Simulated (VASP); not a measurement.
# ZrS (Fm-3m) in VASP: further runs, part 2 of 2

VASP 6.6.1. The steps go on from the part before.

## (3) Single point, PBEsol (strain -0.015 along x and y, -0.015 along z)

Contents of INCAR:

```
SYSTEM = ZrS
PREC     = Accurate       ! precision mode
ENCUT    = 520            ! plane-wave cutoff, eV
EDIFF    = 1E-6           ! SCF threshold, eV
ISMEAR   = 0              ! smearing method
SIGMA    = 0.15           ! smearing width, eV
LREAL    = .False.        ! projectors in reciprocal space
LASPH    = .True.         ! aspherical terms in the spheres
NELM     = 80             ! most SCF steps
ALGO     = Normal         ! electronic algorithm
ISIF     = 2              ! what is computed and relaxed
LWAVE    = .False.        ! write WAVECAR
LCHARG   = .False.        ! write CHGCAR
GGA      = PS             ! functional
NBANDS   = 16             ! bands
```

Contents of KPOINTS:

```
regular mesh
0
Gamma
  16 16 16
  0 0 0
```

Contents of POSCAR:

```
ZrS
1.0
    0.0000000000      2.5856250000      2.5856250000
    2.5856250000      0.0000000000      2.5856250000
    2.5856250000      2.5856250000      0.0000000000
Zr S
1 1
Direct
    0.0000000000      0.0000000000      0.0000000000
    0.5000000000      0.5000000000      0.5000000000
```

Potentials or basis: VASP PAW PBE potentials, release 64 (Zr_sv, S).

On the command line:

```console
$ cat potpaw_PBE.64/Zr_sv/POTCAR potpaw_PBE.64/S/POTCAR > POTCAR
$ mpirun -np 1 vasp_std > vasp.out
```

OUTCAR:

```text
SYSTEM = ZrS
   PREC = Accurate
   ENCUT = 520
   EDIFF = 1E-6
   ISMEAR = 0
   LREAL = .False.
   LASPH = .True.
   NELM = 80
   ISIF = 2
   GGA = PS

 ion  position               nearest neighbor table
   1  0.000  0.000  0.000-   2 2.59   2 2.59   2 2.59   2 2.59   2 2.59   2 2.59
   2  0.500  0.500  0.500-   1 2.59   1 2.59   1 2.59   1 2.59   1 2.59   1 2.59

  LATTYP: Found a face centered cubic cell.
 ALAT       =     5.1712500000

  Lattice vectors:

 A1 = (   0.0000000000,   2.5856250000,   2.5856250000)
 A2 = (   2.5856250000,   0.0000000000,   2.5856250000)
 A3 = (   2.5856250000,   2.5856250000,   0.0000000000)

Analysis of symmetry for initial positions (statically):
=====================================================================
 Subroutine PRICEL returns:
 Original cell was already a primitive cell.

 Routine SETGRP: Setting up the symmetry group for a
 face centered cubic supercell.

 Subroutine GETGRP returns: Found 48 space group operations
 (whereof 48 operations were pure point group operations)
 out of a pool of 48 trial point group operations.

The static configuration has the point symmetry O_h .

[... 155 lines left out ...]
  ---------------------------------------------------
  free energy    TOTEN  =       -16.52026975 eV

  energy without entropy =      -16.50708914  energy(sigma->0) =      -16.51367944

 E-fermi :  11.1801     XC(G=0): -11.6796

 val. band max:       11.1483229044   @ k =  -0.3125   0.1875   0.0625
 cond. band min:      11.1826952669   @ k =  -0.1875   0.1875   0.0000
 fundamental gap:      0.0343723625
 Fermi energy:        11.1800585178

 k-point     1 :       0.0000    0.0000    0.0000
  band No.  band energies     occupation
      1     -38.6092      2.00000
      2     -16.6086      2.00000
      3     -16.6086      2.00000
      4     -16.6086      2.00000
      5      -4.8552      2.00000
      6       7.6506      2.00000
[... 433 lines left out ...]
      3     -16.6186      2.00000
      4     -16.6094      2.00000
      5      -4.7107      2.00000
      6       6.7945      2.00000
[... 8 lines left out ...]
     15      18.7742      0.00000
     16      22.8843      0.00000

 [... further k-points ...]
[... 5 lines left out ...]
  --------------------------------------------------------------------------------------
  -------------------------------------------------------------------------------------
  Total       -0.0525633     -0.0525633     -0.0525633     -0.0000000     -0.0000000      0.0000000
  in kB       -2.4359389     -2.4359389     -2.4359389     -0.0000000     -0.0000000      0.0000000
  external PRESSURE =      -2.4359389 kB  Pullay stress =       0.0000000 kB

 VOLUME and BASIS-vectors are now :
 -----------------------------------------------------------------------------
  energy-cutoff  :      520.00
  volume of cell :       34.57
      direct lattice vectors                 reciprocal lattice vectors
     0.000000000  2.585625000  2.585625000    -0.193376843  0.193376843  0.193376843
     2.585625000  0.000000000  2.585625000     0.193376843 -0.193376843  0.193376843
     2.585625000  2.585625000  0.000000000     0.193376843  0.193376843 -0.193376843

 POSITION                                       TOTAL-FORCE (eV/Angst)
 -----------------------------------------------------------------------------------
      0.00000      0.00000      0.00000         0.000000      0.000000      0.000000
      2.58562      2.58562      2.58562        -0.000000     -0.000000     -0.000000
 -----------------------------------------------------------------------------------
    total drift:                                0.000000      0.000000      0.000000

  FREE ENERGIE OF THE ION-ELECTRON SYSTEM (eV)
  ---------------------------------------------------
  free  energy   TOTEN  =       -16.5202697463 eV

  energy  without entropy=      -16.5070891424  energy(sigma->0) =      -16.51367944
```

OSZICAR:

```text
N       E                     dE             d eps       ncg     rms          rms(c)
DAV:   1     0.120592771109E+03    0.12059E+03   -0.96907E+03  4640   0.110E+03
DAV:   2    -0.123275008746E+02   -0.13292E+03   -0.12818E+03  6056   0.282E+02
DAV:   3    -0.173258579516E+02   -0.49984E+01   -0.49723E+01  7152   0.484E+01
DAV:   4    -0.174089274721E+02   -0.83070E-01   -0.83040E-01  6008   0.570E+00
DAV:   5    -0.174103264734E+02   -0.13990E-02   -0.13990E-02  6680   0.605E-01    0.170E+01
DAV:   6    -0.165614211442E+02    0.84891E+00   -0.18050E+00  5744   0.952E+00    0.777E+00
DAV:   7    -0.165260221058E+02    0.35399E-01   -0.19039E-01  6624   0.287E+00    0.301E+00
DAV:   8    -0.165208817479E+02    0.51404E-02   -0.27883E-02  5480   0.109E+00    0.414E-01
DAV:   9    -0.165203878200E+02    0.49393E-03   -0.41165E-03  5624   0.383E-01    0.176E-01
DAV:  10    -0.165202902299E+02    0.97590E-04   -0.48209E-04  5832   0.212E-01    0.585E-02
DAV:  11    -0.165202702996E+02    0.19930E-04   -0.65272E-05  5840   0.508E-02    0.322E-02
DAV:  12    -0.165202697463E+02    0.55325E-06   -0.33321E-06  6032   0.120E-02
   1 F= -.16520270E+02 E0= -.16513679E+02  d E =-.131806E-01
```

Wall time 57 s (1 thread of Intel Xeon Platinum 8259CL at 2.50GHz (Skylake/Cascade Lake), shared host); peak memory 0.21 GiB.

What came out:

- Free energy: -16.5203 eV
- Pressure: -0.2 GPa
- Band gap on the k mesh: zero (bands 9 and 10 overlap by 3.04 eV)

Levels at points of the mesh, in eV from the Fermi level:
| k point | band 5 | band 6 | band 7 | band 8 | band 9 | band 10 | band 11 | band 12 | band 13 | band 14 |
| --- | --- | --- | --- | --- | --- | --- | --- | --- | --- | --- |
| (0.00, 0.00, 0.00) | -16.04 | -3.53 | -3.53 | -3.53 | -1.47 | -1.47 | -1.47 | -0.75 | -0.75 | 2.18 |
| (0.50, 0.00, 0.00) | -14.30 | -8.26 | -6.15 | -6.15 | 1.57 | 1.57 | 1.91 | 1.93 | 5.92 | 5.92 |
| (0.50, 0.50, 0.00) | -15.15 | -6.34 | -4.49 | -4.49 | -3.68 | 0.52 | 2.54 | 2.54 | 2.99 | 3.62 |

Caveat: the cell differs from its parent crystal (strain -0.015 along x and y, -0.015 along z); the PAW data sets were made with another functional, which shifts forces and pressure a little.

## (4) Single point, PBEsol (strain +0.015 along x and y, +0.015 along z)

Contents of INCAR:

```
ALGO     = Normal         # electronic algorithm
EDIFF    = 1E-6           # SCF threshold, eV
ENCUT    = 520            # plane-wave cutoff, eV
GGA      = PS             # functional
ISIF     = 2              # what is computed and relaxed
ISMEAR   = 0              # smearing method
LASPH    = True           # aspherical terms in the spheres
LCHARG   = False          # write CHGCAR
LREAL    = False          # projectors in reciprocal space
LWAVE    = False          # write WAVECAR
NBANDS   = 16             # bands
NELM     = 100            # most SCF steps
PREC     = Accurate       # precision mode
SIGMA    = 0.15           # smearing width, eV
```

Contents of KPOINTS:

```
k-points
0
Gamma
  16 16 16
```

Contents of POSCAR:

```
ZrS
1.0
    0.0000000000      2.6643750000      2.6643750000
    2.6643750000      0.0000000000      2.6643750000
    2.6643750000      2.6643750000      0.0000000000
Zr S
1 1
Direct
    0.0000000000      0.0000000000      0.0000000000
    0.5000000000      0.5000000000      0.5000000000
```

On the command line:

```console
$ cat potpaw_PBE.64/Zr_sv/POTCAR potpaw_PBE.64/S/POTCAR > POTCAR
$ mpirun -np 1 vasp_std > vasp.out
```

Run time: 62 s. Hardware: 1 thread of Intel Xeon Platinum 8259CL at 2.50GHz (Skylake/Cascade Lake), shared host; peak memory 0.22 GiB.

It converged, with:

```
Free energy            : -16.3976 eV
Pressure               : -11.0 GPa
Band gap on the k mesh : zero (bands 9 and 10 overlap by 2.63 eV)
```

Levels at points of the mesh, in eV from the Fermi level:
| k point | band 7 | band 8 | band 9 | band 10 | band 11 | band 12 |
| --- | --- | --- | --- | --- | --- | --- |
| (0.00, 0.00, 0.00) | -3.50 | -3.50 | -1.27 | -1.27 | -1.27 | -0.64 |
| (0.50, 0.00, 0.00) | -5.79 | -5.79 | 1.35 | 1.35 | 1.62 | 1.83 |
| (0.50, 0.50, 0.00) | -4.43 | -4.43 | -3.26 | 0.48 | 2.19 | 2.19 |

Caveat: the cell differs from its parent crystal (strain +0.015 along x and y, +0.015 along z); the cell stands under tension; the PAW data sets were made with another functional, which shifts forces and pressure a little.

## (5) Overview

| cell | gap on the mesh (eV) | pressure (GPa) |
| --- | --- | --- |
| a = 3.601 Å, angles 60.0°, 2 atoms | none | 7.2 |
| a = 3.657 Å, angles 60.0°, 2 atoms | none | -0.2 |
| a = 3.768 Å, angles 60.0°, 2 atoms | none | -11.0 |

Alike in all rows: task single point; level PBEsol; potentials or basis VASP PAW PBE potentials, release 64 (Zr_sv, S); no spin polarisation; k mesh 16 × 16 × 16; cutoff (eV) 520; smearing gaussian 0.15 eV.

Caveats: the PAW data sets were made with another functional, which shifts forces and pressure a little; the cell stands under pressure (at least some runs); the cell stands under tension (at least some runs).

Total energies depend on the potentials used, so only differences within one code and one set of settings carry meaning.
